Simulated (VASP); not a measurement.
# MgS (P6_3mc) in VASP: settings compared, part 2 of 2

VASP 6.6.1. Earlier steps stand in the parts before.

## 3. Single point, PBE+D3(BJ)

This run uses another cell than the first one, of 22.67 Å³/atom.

Contents of INCAR:

```
PREC     = Accurate       # precision mode
ENCUT    = 520            # plane-wave cutoff, eV
EDIFF    = 1E-6           # SCF threshold, eV
ISMEAR   = -1             # smearing method
SIGMA    = 0.05           # smearing width, eV
LREAL    = False          # projectors in reciprocal space
LASPH    = True           # aspherical terms in the spheres
NELM     = 80             # most SCF steps
ALGO     = Normal         # electronic algorithm
ISIF     = 2              # what is computed and relaxed
LWAVE    = False          # write WAVECAR
LCHARG   = False          # write CHGCAR
GGA      = PE             # functional
IVDW     = 12             # dispersion correction
NBANDS   = 16             # bands
```

Contents of KPOINTS:

```
Automatic mesh
0
Gamma
  8 8 4
```

Contents of POSCAR:

```
MgS
1.0
    4.0346224068      0.0000000000      0.0000000000
   -2.0173112034      3.4940854990      0.0000000000
    0.0000000000      0.0000000000      6.4322941800
S Mg
2 2
Direct
    0.6666666667      0.3333333333      0.8792441500
    0.3333333333      0.6666666667      0.3792441500
    0.3333333333      0.6666666667      0.9957548500
    0.6666666667      0.3333333333      0.4957548500
```

Potentials or basis: VASP PAW PBE potentials, release 64 (S, Mg).

Launch:

```console
> cat potpaw_PBE.64/S/POTCAR potpaw_PBE.64/Mg/POTCAR > POTCAR
> mpirun -np 1 vasp_std > vasp.out
```

OUTCAR:

```text
PREC = Accurate
   ENCUT = 520
   EDIFF = 1E-6
   ISMEAR = -1
   LREAL = False
   LASPH = True
   NELM = 80
   ISIF = 2
   GGA = PE
   IVDW = 12
 IVDW          = 12

 ion  position               nearest neighbor table
   1  0.667  0.333  0.879-   3 2.45   3 2.45   3 2.45   4 2.47
   2  0.333  0.667  0.379-   4 2.45   4 2.45   4 2.45   3 2.47
   3  0.333  0.667  0.996-   1 2.45   1 2.45   1 2.45   2 2.47
   4  0.667  0.333  0.496-   2 2.45   2 2.45   2 2.45   1 2.47

  LATTYP: Found a hexagonal cell.
 ALAT       =     4.0346224068
[... 658 lines left out ...]

  FORCE on cell =-STRESS in cart. coord.  units (eV):
  Direction    XX          YY          ZZ          XY          YZ          ZX
  --------------------------------------------------------------------------------------
  -------------------------------------------------------------------------------------
  Total      -0.64987    -0.64987    -0.76611     0.00000    -0.00000     0.00000
  in kB     -11.48252   -11.48252   -13.53635     0.00000    -0.00000     0.00000
  external pressure =      -12.17 kB  Pullay stress =        0.00 kB

 VOLUME and BASIS-vectors are now :
 -----------------------------------------------------------------------------
  energy-cutoff  :      520.00
  volume of cell :       90.68
      direct lattice vectors                 reciprocal lattice vectors
     4.034622407  0.000000000  0.000000000     0.247854669  0.143098960  0.000000000
    -2.017311203  3.494085499  0.000000000     0.000000000  0.286197919  0.000000000
     0.000000000  0.000000000  6.432294180     0.000000000  0.000000000  0.155465526

 POSITION                                       TOTAL-FORCE (eV/Angst)
 -----------------------------------------------------------------------------------
      2.01731      1.16470      5.65556        -0.000000      0.000000     -0.050442
     -0.00000      2.32939      2.43941         0.000000      0.000000     -0.050442
     -0.00000      2.32939      6.40499        -0.000000      0.000000      0.050442
      2.01731      1.16470      3.18884         0.000000     -0.000000      0.050442
 -----------------------------------------------------------------------------------
    total drift:                                0.000000     -0.000000      0.000054

  FREE ENERGIE OF THE ION-ELECTRON SYSTEM (eV)
  ---------------------------------------------------
  free  energy   TOTEN  =       -18.0569221802 eV

  energy  without entropy=      -18.0569221801  energy(sigma->0) =      -18.05692218
```

OSZICAR:

```text
N       E                     dE             d eps       ncg     rms          rms(c)
DAV:   1     0.623717264341E+02    0.62372E+02   -0.58996E+03   960   0.804E+02
DAV:   2    -0.120679312374E+02   -0.74440E+02   -0.68542E+02  1400   0.137E+02
DAV:   3    -0.179195956085E+02   -0.58517E+01   -0.58280E+01  1304   0.417E+01
DAV:   4    -0.179905746015E+02   -0.70979E-01   -0.70968E-01  1168   0.560E+00
DAV:   5    -0.179918570461E+02   -0.12824E-02   -0.12824E-02  1296   0.770E-01    0.573E+00
DAV:   6    -0.170253402798E+02    0.96652E+00   -0.14963E+00  1040   0.564E+00    0.443E+00
DAV:   7    -0.169589644855E+02    0.66376E-01   -0.38203E-01  1208   0.288E+00    0.332E+00
DAV:   8    -0.169775507175E+02   -0.18586E-01   -0.40454E-02  1040   0.138E+00    0.220E+00
DAV:   9    -0.169751150120E+02    0.24357E-02   -0.45070E-03  1088   0.467E-01    0.486E-01
DAV:  10    -0.169755807227E+02   -0.46571E-03   -0.17729E-03  1256   0.192E-01    0.107E-01
DAV:  11    -0.169756486711E+02   -0.67948E-04   -0.17726E-04  1088   0.732E-02    0.518E-02
DAV:  12    -0.169756579584E+02   -0.92873E-05   -0.22081E-05  1120   0.245E-02    0.302E-03
DAV:  13    -0.169756589151E+02   -0.95670E-06   -0.12148E-06  1176   0.572E-03
   1 F= -.18056922E+02 E0= -.18056922E+02  d E =-.696728E-10
```

stdout:

```text
POSCAR found type information on POSCAR S Mg
 POSCAR found :  2 types and       4 ions
 scaLAPACK will be used
 LDA part: xc-table for (Slater+PW92), standard interpolation
 POSCAR, INCAR and KPOINTS ok, starting setup
 FFT: planning ... GRIDC
 FFT: planning ... GRID_SOFT
 FFT: planning ... GRID
 WAVECAR not read
 entering main loop
```

It took 58 s on 1 thread of Intel Xeon 8259CL, shared host; peak memory 0.22 GiB.

Results:

* Free energy: -18.0569 eV
* Pressure: -1.2 GPa
* Largest force: 0.050 eV/Å
* Band gap on the k mesh: 3.43 eV
* Dispersion energy per atom: -0.270 eV

Forces in eV/Å, atoms in the order of the input:
```
S    0.000  0.000 -0.050
S    0.000  0.000 -0.050
Mg   0.000  0.000  0.050
Mg   0.000  0.000  0.050
```

Stress tensor (GPa, compression positive):
```
-1.15  0.00  0.00
 0.00 -1.15  0.00
 0.00  0.00 -1.35
```

Caveat: three body term missing.

## 4. Single point, PBE

This run uses another cell than the first one, of 23.10 Å³/atom.

Contents of INCAR:

```
SYSTEM = MgS
PREC = Accurate
ENCUT = 520
EDIFF = 1E-7
ISMEAR = -1
SIGMA = 0.05
LREAL = .False.
LASPH = .True.
NELM = 80
ALGO = Normal
ISIF = 2
LWAVE = .False.
LCHARG = .False.
GGA = PE
NBANDS = 16
```

Contents of KPOINTS:

```
Automatic mesh
0
Gamma
  8 8 4
  0 0 0
```

Contents of POSCAR:

```
MgS
1.0
    4.0554570909      0.0000000000      0.0000000000
   -2.0277285454      3.5121288647      0.0000000000
    0.0000000000      0.0000000000      6.4881321166
S Mg
2 2
Direct
    0.6666666667      0.3333333333      0.8781689020
    0.3333333333      0.6666666667      0.3781689020
    0.3333333333      0.6666666667      0.9968300980
    0.6666666667      0.3333333333      0.4968300980
```

Launch:

```console
> cat potpaw_PBE.64/S/POTCAR potpaw_PBE.64/Mg/POTCAR > POTCAR
> mpirun -np 1 vasp_std > vasp.out
```

Wall time 65 s (1 thread of Intel Xeon 8259CL, shared host); peak memory 0.21 GiB.

The run converged. Its results:

- Free energy: -16.9806 eV
- Pressure: -0.2 GPa
- Largest force: 0.008 eV/Å
- Band gap on the k mesh: 3.37 eV

Forces on the atoms (eV/Å):
```
S    0.000  0.000 -0.008
S    0.000  0.000 -0.008
Mg   0.000  0.000  0.008
Mg   0.000  0.000  0.008
```

Levels at points of the mesh, in eV from the valence-band top:
| k point | band 5 | band 6 | band 7 | band 8 | band 9 | band 10 | band 11 | band 12 |
| --- | --- | --- | --- | --- | --- | --- | --- | --- |
| (0.00, 0.00, 0.00) | -0.53 | -0.12 | -0.12 | 0.00 | 3.37 | 4.66 | 7.48 | 7.48 |
| (0.50, 0.00, 0.00) | -1.82 | -1.18 | -0.89 | -0.43 | 4.75 | 5.20 | 5.75 | 7.49 |
| (0.00, 0.00, 0.50) | -0.33 | -0.33 | -0.33 | -0.33 | 4.85 | 4.85 | 7.55 | 7.55 |
| (0.50, 0.00, 0.50) | -0.84 | -0.84 | -0.78 | -0.78 | 4.65 | 4.65 | 6.28 | 6.28 |

## 5. Summary

| level | cell | gap on the mesh (eV) | pressure (GPa) | largest force (eV/Å) |
| --- | --- | --- | --- | --- |
| PBE+D4 | a = 4.015, b = 4.015, c = 6.411 Å, angles 90.0, 90.0, 120.0°, 4 atoms | 3.52 | -0.1 | 0.01 |
| PBE+D3(BJ) | a = 4.035, b = 4.035, c = 6.432 Å, angles 90.0, 90.0, 120.0°, 4 atoms | 3.43 | -1.2 | 0.05 |
| PBE | a = 4.055, b = 4.055, c = 6.488 Å, angles 90.0, 90.0, 120.0°, 4 atoms | 3.37 | -0.2 | 0.01 |

Alike in all rows: task single point; potentials or basis VASP PAW PBE potentials, release 64 (S, Mg); no spin polarisation; k mesh 8 × 8 × 4; cutoff (eV) 520; smearing fermi-dirac 0.05 eV.

Caveats: three body term missing (at least some runs).

Absolute energies hang on the potentials; compare differences alone.
